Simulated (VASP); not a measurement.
# Ga (I4/mmm) in VASP: a series of runs

Ga is run at these levels: PBEsol; tasks: single point.

All numbers are computed with VASP 6.6.1; they aren't measurements. Logs are shortened: lines on timing, memory, paths and dates and some standing lists are left out, and cuts for length are marked.

## Step 1: The cell of the first run

It takes space group I4/mmm (No. 139, tetragonal). Conventional cell: a = 2.827 Å, b = 2.827 Å, c = 4.488 Å, α = 90.00°, β = 90.00°, γ = 90.00°. Ga (site symmetry 4/mmm) has 12 Ga at 2.83 to 3.00 Å within 3.7 Å.

## Step 2: Single point, PBEsol (volume scaled by 1.02)

Contents of INCAR:

```
PREC     = Accurate       # precision mode
ENCUT    = 520            # plane-wave cutoff, eV
EDIFF    = 1E-6           # SCF threshold, eV
ISMEAR   = -1             # smearing method
SIGMA    = 0.03           # smearing width, eV
LREAL    = F              # projectors in reciprocal space
LASPH    = T              # aspherical terms in the spheres
NELM     = 60             # most SCF steps
ALGO     = Normal         # electronic algorithm
ISIF     = 2              # what is computed and relaxed
LWAVE    = F              # write WAVECAR
LCHARG   = F              # write CHGCAR
GGA      = PS             # functional
NBANDS   = 12             # bands
```

Contents of KPOINTS:

```
Automatic mesh
0
Gamma
  16 16 16
```

Contents of POSCAR:

```
Ga
1.0
   -1.4132982842      1.4132982842      2.2437620196
    1.4132982842     -1.4132982842      2.2437620196
    1.4132982842      1.4132982842     -2.2437620196
Ga
1
Direct
    0.0000000000      0.0000000000      0.0000000000
```

Potentials or basis: VASP PAW PBE potentials, release 64 (Ga_d).

On the command line:

```console
$ cat potpaw_PBE.64/Ga_d/POTCAR > POTCAR
$ mpirun -np 1 vasp_std > vasp.out
```

OUTCAR:

```text
PREC = Accurate
   ENCUT = 520
   EDIFF = 1E-6
   ISMEAR = -1
   LREAL = F
   LASPH = T
   NELM = 60
   ISIF = 2
   GGA = PS

 ion  position               nearest neighbor table
   1  0.000  0.000  0.000-

  LATTYP: Found a body centered tetragonal cell.
 ALAT       =     2.8265965684
 C/A-ratio  =     1.5876068376

  Lattice vectors:

 A1 = (  -1.4132982842,   1.4132982842,   2.2437620196)
 A2 = (   1.4132982842,  -1.4132982842,   2.2437620196)
 A3 = (   1.4132982842,   1.4132982842,  -2.2437620196)

Analysis of symmetry for initial positions (statically):
=====================================================================
 Subroutine PRICEL returns:
 Original cell was already a primitive cell.

 Routine SETGRP: Setting up the symmetry group for a
 body centered tetragonal supercell.

 Subroutine GETGRP returns: Found 16 space group operations
 (whereof 16 operations were pure point group operations)
 out of a pool of 16 trial point group operations.

The static configuration has the point symmetry D_4h.

Analysis of symmetry for dynamics (positions and initial velocities):
=====================================================================
 Subroutine PRICEL returns:
 Original cell was already a primitive cell.

 Routine SETGRP: Setting up the symmetry group for a
 body centered tetragonal supercell.

 Subroutine GETGRP returns: Found 16 space group operations
 (whereof 16 operations were pure point group operations)
 out of a pool of 16 trial point group operations.

The dynamic configuration has the point symmetry D_4h.

 Subroutine INISYM returns: Found 16 space group operations
 (whereof 16 operations are pure point group operations),
 and found     1 'primitive' translations

----------------------------------------------------------------------------------------

                                     Primitive cell

  volume of cell :      17.9269

  direct lattice vectors                    reciprocal lattice vectors
    -1.413298284  1.413298284  2.243762020     0.000000000  0.353782358  0.222840032
     1.413298284 -1.413298284  2.243762020     0.353782358  0.000000000  0.222840032
     1.413298284  1.413298284 -2.243762020     0.353782358  0.353782358  0.000000000

  length of vectors
     3.004878048  3.004878048  3.004878048     0.418114383  0.418114383  0.500323809

  position of ions in fractional coordinates (direct lattice)
     0.000000000  0.000000000  0.000000000

  ion indices of the primitive-cell ions
   primitive index   ion index
                 1           1

----------------------------------------------------------------------------------------

 KPOINTS: Automatic mesh

Automatic generation of k-mesh.
 Grid dimensions read from file:
 generate k-points for:   16   16   16

 Generating k-lattice:

  Cartesian coordinates                     Fractional coordinates (reciprocal lattice)
     0.000000000  0.022111397  0.013927502     0.062500000  0.000000000  0.000000000
     0.022111397  0.000000000  0.013927502     0.000000000  0.062500000  0.000000000
     0.022111397  0.022111397  0.000000000     0.000000000  0.000000000  0.062500000

  Length of vectors
     0.026132149  0.026132149  0.031270238

  Shift w.r.t. Gamma in fractional coordinates (k-lattice)
     0.000000000  0.000000000  0.000000000

 Subroutine IBZKPT returns following result:
 ===========================================

 Found    349 irreducible k-points:

 Following reciprocal coordinates:
            Coordinates               Weight
  0.000000  0.000000  0.000000      1.000000
  0.062500  0.000000 -0.000000      8.000000
  0.125000  0.000000 -0.000000      8.000000
  0.187500  0.000000 -0.000000      8.000000
  0.250000  0.000000 -0.000000      8.000000
  0.312500  0.000000  0.000000      8.000000
[... 16 lines left out ...]
 -0.125000  0.062500  0.000000     16.000000
 -0.062500  0.062500  0.000000      4.000000
 [... further k-points ...]
   k-points           NKPTS =    349   k-points in BZ     NKDIM =    349   number of bands    NBANDS=     12
   number of dos      NEDOS =    301   number of ions     NIONS =      1
   total plane-waves  NPLWV =  13824
   dimension x,y,z NGX =    24 NGY =   24 NGZ =   24
   dimension x,y,z NGXF=    48 NGYF=   48 NGZF=   48
   ions per type =               1
   NGX,Y,Z   is equivalent  to a cutoff of  13.28, 13.28, 13.28 a.u.
   NGXF,Y,Z  is equivalent  to a cutoff of  26.56, 26.56, 26.56 a.u.
 SYSTEM =  unknown system
   PREC   = accura    normal or accurate (medium, high low for compatibility)
   ISTART =      0    job   : 0-new  1-cont  2-samecut
   ICHARG =      2    charge: 1-file 2-atom 10-const
   ISPIN  =      1    spin polarized calculation?
   LNONCOLLINEAR =      F non collinear calculations
   LSORBIT =      F    spin-orbit coupling
   LASPH  =      T    aspherical Exc in radial PAW
   ENCUT  =  520.0 eV  38.22 Ry    6.18 a.u.   5.59  5.59  5.59*2*pi/ulx,y,z
   NELM   =     60;   NELMIN=  2; NELMDL= -5     # of ELM steps
   EDIFF  = 0.1E-05   stopping-criterion for ELM
   LREAL  =      F    real-space projection
   EDIFFG = 0.1E-04   stopping-criterion for IOM
   NSW    =      0    number of steps for IOM
   IBRION =     -1    ionic relax: 0-MD 1-quasi-New 2-CG
   NFREE  =      0    steps in history (QN), initial steepest desc. (CG)
   ISIF   =      2    stress and relaxation
   ISYM   =      2    0-nonsym 1-usesym 2-fastsym
   POTIM  = 0.5000    time-step for ionic-motion
   TEBEG  =    0.0;   TEEND  =   0.0 temperature during run
   PSTRESS=    0.0 pullay stress
   NELECT =      13.0000    total number of electrons
   NUPDOWN=      -1.0000    fix difference up-down
   EMIN   =  10.00;   EMAX   =-10.00  energy-range for DOS
   EFERMI =   0.00;   METHOD = LEGACY
   ISMEAR =    -1;   SIGMA  =   0.03  broadening in eV -4-tet -1-fermi 0-gaus
   EFERMI_NEDOS =   21; number of points for ismear=-14 and -15
   IALGO  =     38    algorithm
   IMIX   =      4    mixing-type and parameters
     AMIX     =   0.40;   BMIX     =  1.00
     AMIX_MAG =   1.60;   BMIX_MAG =  1.00
  volume/ion in A,a.u.               =      17.93       120.98
  Fermi-wavevector in a.u.,A,eV,Ry     =   1.470803  2.779414 29.432954  2.163261
  Thomas-Fermi vector in A             =   2.586016
   LORBIT       =      0    0 simple, 1 ext, 2 COOP (PROOUT), +10 PAW based schemes
   GGA     = PS    functional components
   LHFCALC =     F    Hartree Fock is set to
   AEXX    =    0.0000 exact exchange contribution
   IVDW    =     0    specifies the selected vdW correction
   LEPSILON=     F    determine dielectric tensor
   LRPA    =     F    only Hartree local field effects (RPA)
 non-spin polarized calculation
  energy-cutoff  :      520.00
  volume of cell :       17.93
 maximum number of plane-waves:       501
   NGX = 11   NGY = 11   NGZ = 11

 number of electron      12.9999993 magnetization

 Free energy of the ion-electron system (eV)
  ---------------------------------------------------
  ext. energy  EPLUGINS =         0.00000000
  ---------------------------------------------------
  free energy    TOTEN  =        -3.33828910 eV

  energy without entropy =       -3.33782399  energy(sigma->0) =       -3.33805655

 E-fermi :   5.8766     XC(G=0): -11.4086

 val. band max:        5.8390184637   @ k =  -0.3750   0.0625   0.0000
 cond. band min:       5.9213975707   @ k =   0.2500   0.2500   0.1875
 fundamental gap:      0.0823791070
 Fermi energy:         5.8766436742

 k-point     1 :       0.0000    0.0000    0.0000
  band No.  band energies     occupation
      1      -9.0858      2.00000
      2      -8.9588      2.00000
      3      -8.9588      2.00000
      4      -8.9368      2.00000
      5      -8.8020      2.00000
      6      -5.5661      2.00000
      7      18.6685      0.00000
      8      18.6685      0.00000
      9      18.6936      0.00000
     10      22.1707      0.00000
     11      22.2095      0.00000
     12      22.8048      0.00000

 k-point     2 :       0.0625    0.0000   -0.0000
  band No.  band energies     occupation
      1      -9.0801      2.00000
      2      -8.9609      2.00000
      3      -8.9542      2.00000
      4      -8.9349      2.00000
      5      -8.8048      2.00000
      6      -5.4614      2.00000
      7      17.3457      0.00000
      8      18.3275      0.00000
      9      18.5375      0.00000
     10      21.2821      0.00000
     11      22.6871      0.00000
     12      23.1124      0.00000

 k-point     3 :       0.1250    0.0000   -0.0000
  band No.  band energies     occupation
      1      -9.0670      2.00000
      2      -8.9702      2.00000
      3      -8.9419      2.00000
      4      -8.9241      2.00000
      5      -8.8119      2.00000
      6      -5.1455      2.00000
      7      14.8432      0.00000
      8      17.5547      0.00000
      9      18.2456      0.00000
     10      20.8751      0.00000
     11      22.3534      0.00000
     12      23.9159      0.00000
[... 286 lines left out ...]
 k-point    23 :      -0.1250    0.0625    0.0000
  band No.  band energies     occupation
      1      -9.0538      2.00000
      2      -8.9759      2.00000
      3      -8.9445      2.00000
      4      -8.9229      2.00000
      5      -8.8182      2.00000
      6      -5.1607      2.00000
      7      15.6048      0.00000
      8      16.9097      0.00000
      9      18.0664      0.00000
     10      20.1972      0.00000
     11      23.6044      0.00000
     12      24.1045      0.00000

 k-point    24 :      -0.0625    0.0625    0.0000
  band No.  band energies     occupation
      1      -9.0711      2.00000
      2      -8.9670      2.00000
      3      -8.9525      2.00000
      4      -8.9318      2.00000
      5      -8.8091      2.00000
      6      -5.4165      2.00000
      7      17.5521      0.00000
      8      17.8300      0.00000
      9      18.1534      0.00000
     10      20.4558      0.00000
     11      23.5373      0.00000
     12      23.5420      0.00000

 [... further k-points ...]

------------------------ aborting loop because EDIFF is reached ----------------------------------------

  FORCE on cell =-STRESS in cart. coord.  units (eV):
  Direction    XX          YY          ZZ          XY          YZ          ZX
  --------------------------------------------------------------------------------------
  -------------------------------------------------------------------------------------
  Total       -0.0407319     -0.0407319     -0.1103292      0.0000000      0.0000000      0.0000000
  in kB       -3.6403261     -3.6403261     -9.8604514      0.0000000      0.0000000      0.0000000
  external PRESSURE =      -5.7137012 kB  Pullay stress =       0.0000000 kB

 VOLUME and BASIS-vectors are now :
 -----------------------------------------------------------------------------
  energy-cutoff  :      520.00
  volume of cell :       17.93
      direct lattice vectors                 reciprocal lattice vectors
    -1.413298284  1.413298284  2.243762020     0.000000000  0.353782358  0.222840032
     1.413298284 -1.413298284  2.243762020     0.353782358  0.000000000  0.222840032
     1.413298284  1.413298284 -2.243762020     0.353782358  0.353782358  0.000000000

 POSITION                                       TOTAL-FORCE (eV/Angst)
 -----------------------------------------------------------------------------------
      0.00000      0.00000      0.00000         0.000000      0.000000      0.000000
 -----------------------------------------------------------------------------------
    total drift:                                0.000000      0.000000      0.000000

  FREE ENERGIE OF THE ION-ELECTRON SYSTEM (eV)
  ---------------------------------------------------
  free  energy   TOTEN  =        -3.3382891021 eV

  energy  without entropy=       -3.3378239917  energy(sigma->0) =       -3.33805655
```

Run time: 79 s. Hardware: 1 thread of AMD EPYC 7R13, shared host; peak memory 0.17 GiB.

Results:

| Property | Result |
| --- | --- |
| Free energy | -3.3383 eV |
| Pressure | -0.6 GPa |

Stress tensor (GPa, compression positive):
```
-0.36  0.00  0.00
 0.00 -0.36  0.00
 0.00  0.00 -0.99
```

Levels at points of the mesh, in eV from the Fermi level:
```csv
k point,band 3,band 4,band 5,band 6,band 7,band 8,band 9,band 10
"(0.00, 0.00, 0.00)",-14.84,-14.81,-14.68,-11.44,12.79,12.79,12.82,16.29
"(0.50, 0.00, 0.00)",-14.82,-14.64,-14.60,-4.94,-4.19,8.62,11.72,12.71
"(0.50, 0.50, 0.00)",-14.64,-14.64,-14.53,-2.20,-1.38,4.10,5.00,8.12
"(0.50, 0.50, 0.50)",-14.62,-14.61,-14.61,-3.84,-3.59,6.48,6.48,9.73
```

Caveat: the PAW data sets were made with another functional, which shifts forces and pressure a little.

[end of part 1 of 2]
